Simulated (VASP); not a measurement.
# La (Im-3m) in VASP: further runs

Runs on La. Level: LDA. Tasks: relaxation of cell and atoms.

All numbers are computed with VASP 6.6.1; they aren't measurements. Logs are shortened: lines on timing, memory, paths and dates and some standing lists are left out, and cuts for length are marked.

## (1) The cell of the first run

It takes space group Im-3m (No. 229, cubic). Conventional cell: a = 3.910 Å, b = 3.910 Å, c = 3.910 Å, α = 90.00°, β = 90.00°, γ = 90.00°. Within 4.5 Å of La (site symmetry m-3m) lie 14 La at 3.39 to 3.91 Å.

## (2) Relaxation of cell and atoms, LDA, target pressure 3.5 GPa, at which the enthalpy is minimised

File INCAR:

```
SYSTEM = La
ALGO = Normal
EDIFF = 1E-6
EDIFFG = -0.005
ENCUT = 600
GGA = CA
IBRION = 2
ISIF = 3
ISMEAR = -1
LASPH = .True.
LCHARG = .False.
LREAL = .False.
LWAVE = .False.
NELM = 100
NSW = 60
PREC = Accurate
PSTRESS = 35.0
SIGMA = 0.08
```

File KPOINTS:

```
k-points
0
Gamma
  14 14 14
  0 0 0
```

File POSCAR:

```
La
1.0
   -1.9550351231      1.9550351231      1.9550351231
    1.9550351231     -1.9550351231      1.9550351231
    1.9550351231      1.9550351231     -1.9550351231
La
1
Direct
    0.0000000000      0.0000000000      0.0000000000
```

Potentials or basis: VASP PAW LDA potentials, release 64 (La).

Launch:

```
cat potpaw_LDA.64/La/POTCAR > POTCAR
mpirun -np 1 vasp_std > vasp.out
```

OUTCAR:

```text
SYSTEM = La
   EDIFF = 1E-6
   EDIFFG = -0.005
   ENCUT = 600
   GGA = CA
   IBRION = 2
   ISIF = 3
   ISMEAR = -1
   LASPH = .True.
   LREAL = .False.
   NELM = 100
   NSW = 60
   PREC = Accurate
   PSTRESS = 35.0

 ion  position               nearest neighbor table
   1  0.000  0.000  0.000-

  LATTYP: Found a body centered cubic cell.
 ALAT       =     3.9100702462

  Lattice vectors:

 A1 = (  -1.9550351231,   1.9550351231,   1.9550351231)
 A2 = (   1.9550351231,  -1.9550351231,   1.9550351231)
 A3 = (   1.9550351231,   1.9550351231,  -1.9550351231)

Analysis of symmetry for initial positions (statically):
=====================================================================
 Subroutine PRICEL returns:
 Original cell was already a primitive cell.

 Routine SETGRP: Setting up the symmetry group for a
 body centered cubic supercell.

 Subroutine GETGRP returns: Found 48 space group operations
 (whereof 48 operations were pure point group operations)
 out of a pool of 48 trial point group operations.

The static configuration has the point symmetry O_h .

Analysis of symmetry for dynamics (positions and initial velocities):
=====================================================================
 Subroutine PRICEL returns:
 Original cell was already a primitive cell.

 Routine SETGRP: Setting up the symmetry group for a
 body centered cubic supercell.

 Subroutine GETGRP returns: Found 48 space group operations
 (whereof 48 operations were pure point group operations)
 out of a pool of 48 trial point group operations.

The dynamic configuration has the point symmetry O_h .

 Subroutine INISYM returns: Found 48 space group operations
 (whereof 48 operations are pure point group operations),
 and found     1 'primitive' translations

----------------------------------------------------------------------------------------

                                     Primitive cell

  volume of cell :      29.8898

  direct lattice vectors                    reciprocal lattice vectors
    -1.955035123  1.955035123  1.955035123     0.000000000  0.255749881  0.255749881
[... 140 lines left out ...]
  Total        0.6225110      0.6225110      0.6225110      0.0000000      0.0000000      0.0000000
  in kB       33.3682864     33.3682864     33.3682864      0.0000000      0.0000000      0.0000000
  external PRESSURE =      -1.6317136 kB  Pullay stress =      35.0000000 kB

 VOLUME and BASIS-vectors are now :
 -----------------------------------------------------------------------------
  energy-cutoff  :      600.00
  volume of cell :       29.89
      direct lattice vectors                 reciprocal lattice vectors
    -1.955035123  1.955035123  1.955035123     0.000000000  0.255749881  0.255749881
     1.955035123 -1.955035123  1.955035123     0.255749881  0.000000000  0.255749881
     1.955035123  1.955035123 -1.955035123     0.255749881  0.255749881  0.000000000

 POSITION                                       TOTAL-FORCE (eV/Angst)
 -----------------------------------------------------------------------------------
      0.00000      0.00000      0.00000        -0.000000     -0.000000      0.000000
 -----------------------------------------------------------------------------------
    total drift:                                0.000000     -0.000000     -0.000000

  FREE ENERGIE OF THE ION-ELECTRON SYSTEM (eV)
  ---------------------------------------------------
  free  energy   TOTEN  =        -5.4308570411 eV

  energy  without entropy=       -5.3770246846  energy(sigma->0) =       -5.40394086

  enthalpy is  TOTEN    =        -4.7779052078 eV   P V=        0.6529518333

--------------------------------------- Ionic step        2  -------------------------------------------

 number of electron      10.9999999 magnetization

 Free energy of the ion-electron system (eV)
  ---------------------------------------------------
  ext. energy  EPLUGINS =         0.00000000
  ---------------------------------------------------
  free energy    TOTEN  =        -5.42804051 eV

  energy without entropy =       -5.37434329  energy(sigma->0) =       -5.40119190

 E-fermi :   9.9240     XC(G=0): -10.6970

 val. band max:        9.9172637292   @ k =  -0.3571  -0.4286   0.0714
 cond. band min:       9.9296044607   @ k =   0.2143   0.0714   0.0714
 fundamental gap:      0.0123407315
 Fermi energy:         9.9239658077

 k-point     1 :       0.0000    0.0000    0.0000
  band No.  band energies     occupation
      1     -22.6266      2.00000
      2      -4.9637      2.00000
      3      -4.9637      2.00000
      4      -4.9637      2.00000
      5       7.1271      2.00000
      6      11.5446      0.00000
      7      11.5446      0.00000
      8      11.5446      0.00000
      9      11.6489      0.00000
[... 265 lines left out ...]
 k-point    24 :       0.3571    0.2857    0.0000
  band No.  band energies     occupation
      1     -22.0795      2.00000
      2      -6.9705      2.00000
      3      -6.5942      2.00000
      4      -5.3081      2.00000
      5       9.0283      1.99997
      6      10.4799      0.00192
      7      11.1032      0.00000
      8      11.9409      0.00000
      9      12.1135      0.00000

 [... further k-points ...]
[... 5 lines left out ...]
  --------------------------------------------------------------------------------------
  -------------------------------------------------------------------------------------
  Total        0.6547929      0.6547929      0.6547929      0.0000000     -0.0000000      0.0000000
  in kB       35.2537729     35.2537729     35.2537729      0.0000000     -0.0000000      0.0000000
  external PRESSURE =       0.2537729 kB  Pullay stress =      35.0000000 kB

 VOLUME and BASIS-vectors are now :
 -----------------------------------------------------------------------------
  energy-cutoff  :      600.00
  volume of cell :       29.76
      direct lattice vectors                 reciprocal lattice vectors
    -1.952164060  1.952164060  1.952164060     0.000000000  0.256126014  0.256126014
     1.952164060 -1.952164060  1.952164060     0.256126014  0.000000000  0.256126014
     1.952164060  1.952164060 -1.952164060     0.256126014  0.256126014  0.000000000

 POSITION                                       TOTAL-FORCE (eV/Angst)
 -----------------------------------------------------------------------------------
      1.95216      1.95216     -1.95216         0.000000      0.000000      0.000000
 -----------------------------------------------------------------------------------
    total drift:                                0.000000     -0.000000     -0.000000

  FREE ENERGIE OF THE ION-ELECTRON SYSTEM (eV)
  ---------------------------------------------------
  free  energy   TOTEN  =        -5.4280405077 eV

  energy  without entropy=       -5.3743432857  energy(sigma->0) =       -5.40119190

  enthalpy is  TOTEN    =        -4.7779611257 eV   P V=        0.6500793819

 reached required accuracy - stopping structural energy minimisation
```

OSZICAR:

```text
N       E                     dE             d eps       ncg     rms          rms(c)
DAV:   1     0.970488536018E+02    0.97049E+02   -0.43228E+03  1872   0.190E+03
DAV:   2     0.777797986874E+00   -0.96271E+02   -0.95157E+02  2712   0.220E+02
DAV:   3    -0.512793666371E+01   -0.59057E+01   -0.56591E+01  2828   0.882E+01
DAV:   4    -0.546870690456E+01   -0.34077E+00   -0.33473E+00  3227   0.182E+01
DAV:   5    -0.548770059311E+01   -0.18994E-01   -0.18869E-01  3214   0.389E+00    0.307E+00
DAV:   6    -0.545141694306E+01    0.36284E-01   -0.23863E-02  3679   0.161E+00    0.174E+00
DAV:   7    -0.543143663463E+01    0.19980E-01   -0.12404E-02  3510   0.949E-01    0.212E-01
DAV:   8    -0.543082960382E+01    0.60703E-03   -0.78466E-04  3343   0.293E-01    0.280E-02
DAV:   9    -0.543083774144E+01   -0.81376E-05   -0.24559E-05  2974   0.347E-02    0.257E-02
DAV:  10    -0.543085787822E+01   -0.20137E-04   -0.14643E-05  3589   0.387E-02    0.178E-02
DAV:  11    -0.543085704113E+01    0.83710E-06   -0.17435E-06  3034   0.125E-02
   1 F= -.47779052E+01 E0= -.47509890E+01  d E =-.477791E+01
       N       E                     dE             d eps       ncg     rms          rms(c)
DAV:   1    -0.542963796264E+01    0.12199E-02   -0.44251E-02  2853   0.242E+00    0.203E-01
DAV:   2    -0.542824638392E+01    0.13916E-02   -0.41028E-03  3411   0.835E-01    0.721E-02
DAV:   3    -0.542803554712E+01    0.21084E-03   -0.12115E-03  3630   0.386E-01    0.207E-02
DAV:   4    -0.542803631197E+01   -0.76485E-06   -0.28264E-05  3485   0.584E-02    0.147E-02
DAV:   5    -0.542804056319E+01   -0.42512E-05   -0.18801E-05  3170   0.366E-02    0.521E-03
DAV:   6    -0.542804050766E+01    0.55528E-07   -0.12725E-06  3374   0.141E-02
   2 F= -.47779611E+01 E0= -.47511125E+01  d E =-.559179E-04
```

CONTCAR:

```text
La
   1.00000000000000
    -1.9521640596715688    1.9521640596715688    1.9521640596715688
     1.9521640596715688   -1.9521640596715688    1.9521640596715688
     1.9521640596715688    1.9521640596715688   -1.9521640596715688
  La
     1
Direct
     0.0000000000000000    0.0000000000000000    1.0000000000000000

  0.00000000E+00  0.00000000E+00  0.00000000E+00
```

It took 90 s on 1 thread of Oxide Virtual Turin-like, shared host; peak memory 0.16 GiB.

Results:

```
Free energy                                            : -5.4280 eV
Relaxed volume                                         : 29.76 Å³/atom
Relaxed cell                                           : a = 3.381 Å, b = 3.381 Å, c = 3.381 Å, α = 109.47°, β = 109.47°, γ = 109.47°
Space group after relaxing (to 0.05 Å)                 : Im-3m (No. 229)
Energy change on relaxing (the enthalpy is what falls) : +2.8 meV/atom
Ionic steps                                            : 2
Pressure after relaxing                                : 3.5 GPa
```

Step by step:
```tsv
step	energy change (eV)	largest force (eV/Å)	pressure (GPa)	volume (Å³)
1	0.0000	0.0000	3.34	29.89
2	0.0028	0.0000	3.53	29.76
```

Final structure:
```
CELL_PARAMETERS angstrom
-1.95216 1.95216 1.95216
1.95216 -1.95216 1.95216
1.95216 1.95216 -1.95216
ATOMIC_POSITIONS crystal
La 0.00000 0.00000 0.00000
```

Caveat: the cell is relaxed towards a set pressure, so the enthalpy falls and the energy may rise; spin-orbit coupling is left out, which moves the levels of the heavy elements.

## (3) Relaxation of cell and atoms, LDA, target pressure 3.5 GPa, at which the enthalpy is minimised

File INCAR:

```
ALGO     = Normal         # electronic algorithm
EDIFF    = 1E-7           # SCF threshold, eV
EDIFFG   = -0.005         # ionic threshold
ENCUT    = 600            # plane-wave cutoff, eV
IBRION   = 2              # ionic algorithm
ISIF     = 3              # what is computed and relaxed
ISMEAR   = -1             # smearing method
LASPH    = T              # aspherical terms in the spheres
LCHARG   = F              # write CHGCAR
LREAL    = F              # projectors in reciprocal space
LWAVE    = F              # write WAVECAR
NELM     = 80             # most SCF steps
NSW      = 32             # ionic steps
PREC     = Accurate       # precision mode
PSTRESS  = 35.0         
SIGMA    = 0.08           # smearing width, eV
```

File KPOINTS:

```
k-points
0
Gamma
  14 14 14
```

POSCAR is that of step 2.

Potentials or basis: VASP PAW LDA potentials, release 64 (La).

Launch:

```
cat potpaw_LDA.64/La/POTCAR > POTCAR
mpirun -np 1 vasp_std > vasp.out
```

Run time: 2.2 min. Hardware: 1 thread of Oxide Virtual Turin-like, shared host; peak memory 0.16 GiB.

Results (log left out):

```
Free energy                                            : -5.4284 eV
Relaxed volume                                         : 29.77 Å³/atom
Relaxed cell                                           : a = 3.382 Å, b = 3.382 Å, c = 3.382 Å, α = 109.47°, β = 109.47°, γ = 109.47°
Space group after relaxing (to 0.05 Å)                 : Im-3m (No. 229)
Energy change on relaxing (the enthalpy is what falls) : +2.5 meV/atom
Ionic steps                                            : 2
Pressure after relaxing                                : 3.5 GPa
```

The path:
```csv
step,energy change (eV),largest force (eV/Å),pressure (GPa),volume (Å³)
1,0.0000,0.0000,3.36,29.89
2,0.0025,0.0000,3.50,29.77
```

Final structure:
```cif
data_structure
_symmetry_space_group_name_H-M 'P 1'
_symmetry_Int_Tables_number 1
_cell_length_a 3.3819
_cell_length_b 3.3819
_cell_length_c 3.3819
_cell_angle_alpha 109.471
_cell_angle_beta 109.471
_cell_angle_gamma 109.471
_cell_volume 29.77
loop_
_atom_site_label
_atom_site_type_symbol
_atom_site_fract_x
_atom_site_fract_y
_atom_site_fract_z
_atom_site_occupancy
La1 La 0.00000 0.00000 0.00000 1
```

Levels at points of the mesh, in eV from the Fermi level:
| k point | band 2 | band 3 | band 4 | band 5 | band 6 | band 7 | band 8 | band 9 |
| --- | --- | --- | --- | --- | --- | --- | --- | --- |
| (0.00, 0.00, 0.00) | -14.89 | -14.89 | -14.89 | -2.80 | 1.62 | 1.62 | 1.62 | 1.72 |
| (0.50, 0.00, 0.00) | -17.43 | -15.67 | -14.95 | -2.11 | -0.43 | 1.65 | 1.92 | 2.19 |
| (0.50, 0.50, 0.50) | -16.58 | -16.58 | -16.58 | -2.55 | -2.55 | 1.86 | 2.18 | 2.18 |

Caveat: the cell is relaxed towards a set pressure, so the enthalpy falls and the energy may rise; spin-orbit coupling is left out, which moves the levels of the heavy elements.

## (4) Relaxation of cell and atoms, LDA

This run uses another cell than the first one, of 32.41 Å³/atom, 1.084 times its volume.

File INCAR:

```
SYSTEM = La
PREC = Accurate
ENCUT = 600
EDIFF = 1E-6
ISMEAR = -1
SIGMA = 0.08
LREAL = .False.
LASPH = .True.
NELM = 80
ALGO = Normal
ISIF = 3
LWAVE = .False.
LCHARG = .False.
GGA = CA
IBRION = 2
NSW = 60
EDIFFG = -0.005
```

File KPOINTS:

```
Automatic mesh
0
Gamma
  14 14 14
  0 0 0
```

File POSCAR:

```
La
1.0
   -2.0084641287      2.0084641287      2.0084641287
    2.0084641287     -2.0084641287      2.0084641287
    2.0084641287      2.0084641287     -2.0084641287
La
1
Direct
    0.0000000000      0.0000000000      0.0000000000
```

Potentials or basis: VASP PAW LDA potentials, release 64 (La).

Launch:

```
cat potpaw_LDA.64/La/POTCAR > POTCAR
mpirun -np 1 vasp_std > vasp.out
```

OUTCAR:

```text
SYSTEM = La
   PREC = Accurate
   ENCUT = 600
   EDIFF = 1E-6
   ISMEAR = -1
   LREAL = .False.
   LASPH = .True.
   NELM = 80
   ISIF = 3
   GGA = CA
   IBRION = 2
   NSW = 60
   EDIFFG = -0.005

 ion  position               nearest neighbor table
   1  0.000  0.000  0.000-

  LATTYP: Found a body centered cubic cell.
 ALAT       =     4.0169282574

  Lattice vectors:

 A1 = (  -2.0084641287,   2.0084641287,   2.0084641287)
 A2 = (   2.0084641287,  -2.0084641287,   2.0084641287)
 A3 = (   2.0084641287,   2.0084641287,  -2.0084641287)

Analysis of symmetry for initial positions (statically):
=====================================================================
 Subroutine PRICEL returns:
 Original cell was already a primitive cell.
[... 252 lines left out ...]
 fundamental gap:      0.0142014597
 Fermi energy:         8.7705440693

 k-point     1 :       0.0000    0.0000    0.0000
  band No.  band energies     occupation
      1     -23.8476      2.00000
      2      -6.5410      2.00000
      3      -6.5410      2.00000
      4      -6.5410      2.00000
      5       5.7291      2.00000
      6      10.2773      0.00000
      7      10.2773      0.00000
      8      10.2773      0.00000
      9      10.3727      0.00000
[... 265 lines left out ...]
 k-point    24 :       0.3571    0.2857    0.0000
  band No.  band energies     occupation
      1     -23.4775      2.00000
      2      -8.0475      2.00000
      3      -7.7587      2.00000
      4      -6.7949      2.00000
      5       7.9536      1.99993
      6       9.1731      0.01296
      7       9.7300      0.00001
      8      10.5738      0.00000
      9      10.7012      0.00000

 [... further k-points ...]

------------------------ aborting loop because EDIFF is reached ----------------------------------------

  FORCE on cell =-STRESS in cart. coord.  units (eV):
  Direction    XX          YY          ZZ          XY          YZ          ZX
  --------------------------------------------------------------------------------------
  -------------------------------------------------------------------------------------
  Total        0.0009550      0.0009550      0.0009550      0.0000000      0.0000000     -0.0000000
  in kB        0.0462212      0.0462212      0.0462212      0.0000000      0.0000000     -0.0000000
  external PRESSURE =       0.0462212 kB  Pullay stress =       0.0000000 kB
[... 16 lines left out ...]
  FREE ENERGIE OF THE ION-ELECTRON SYSTEM (eV)
  ---------------------------------------------------
  free  energy   TOTEN  =        -5.4636983211 eV

  energy  without entropy=       -5.4087376427  energy(sigma->0) =       -5.43621798

 reached required accuracy - stopping structural energy minimisation
```

OSZICAR:

```text
N       E                     dE             d eps       ncg     rms          rms(c)
DAV:   1     0.999461967447E+02    0.99946E+02   -0.43292E+03  1872   0.188E+03
DAV:   2    -0.230916330719E+00   -0.10018E+03   -0.98970E+02  2896   0.211E+02
[... 18 lines left out ...]
   2 F= -.54636887E+01 E0= -.54362202E+01  d E =-.145510E-02
       N       E                     dE             d eps       ncg     rms          rms(c)
DAV:   1    -0.546392448429E+01   -0.23616E-03   -0.61071E-03  3034   0.873E-01    0.746E-02
DAV:   2    -0.546372334274E+01    0.20114E-03   -0.60545E-04  3497   0.310E-01    0.248E-02
DAV:   3    -0.546369808550E+01    0.25257E-04   -0.14730E-04  3664   0.129E-01    0.753E-03
DAV:   4    -0.546369832114E+01   -0.23564E-06   -0.28002E-06  3454   0.169E-02
   3 F= -.54636983E+01 E0= -.54362180E+01  d E =-.146471E-02
```

CONTCAR:

```text
La
   1.00000000000000
    -2.0227142099949971    2.0227142099949971    2.0227142099949971
     2.0227142099949971   -2.0227142099949971    2.0227142099949971
     2.0227142099949971    2.0227142099949971   -2.0227142099949971
  La
     1
Direct
     0.0000000000000000    0.0000000000000000    0.0000000000000000

  0.00000000E+00  0.00000000E+00  0.00000000E+00
```

Wall time 2.5 min (1 thread of Oxide Virtual Turin-like, shared host); peak memory 0.16 GiB.

What came out:

| Property | Result |
| --- | --- |
| Free energy | -5.4637 eV |
| Relaxed volume | 33.10 Å³/atom |
| Relaxed cell | a = 3.503 Å, b = 3.503 Å, c = 3.503 Å, α = 109.47°, β = 109.47°, γ = 109.47° |
| Space group after relaxing (to 0.05 Å) | Im-3m (No. 229) |
| Energy gained by relaxing | 1.5 meV/atom |
| Ionic steps | 3 |
| Pressure after relaxing | 0.0 GPa |

Step by step:
```csv
step,energy change (eV),largest force (eV/Å),pressure (GPa),volume (Å³)
1,0.0000,0.0000,0.67,32.41
2,-0.0015,0.0000,0.05,33.05
3,-0.0015,0.0000,0.00,33.10
```

Final structure:
```yaml
crystal:
  lattice:
    - [-2.02271, 2.02271, 2.02271]
    - [2.02271, -2.02271, 2.02271]
    - [2.02271, 2.02271, -2.02271]
  atoms:
    - { symbol: La, position: [0.00000, 0.00000, 0.00000] }
```

Caveat: spin-orbit coupling is left out, which moves the levels of the heavy elements.
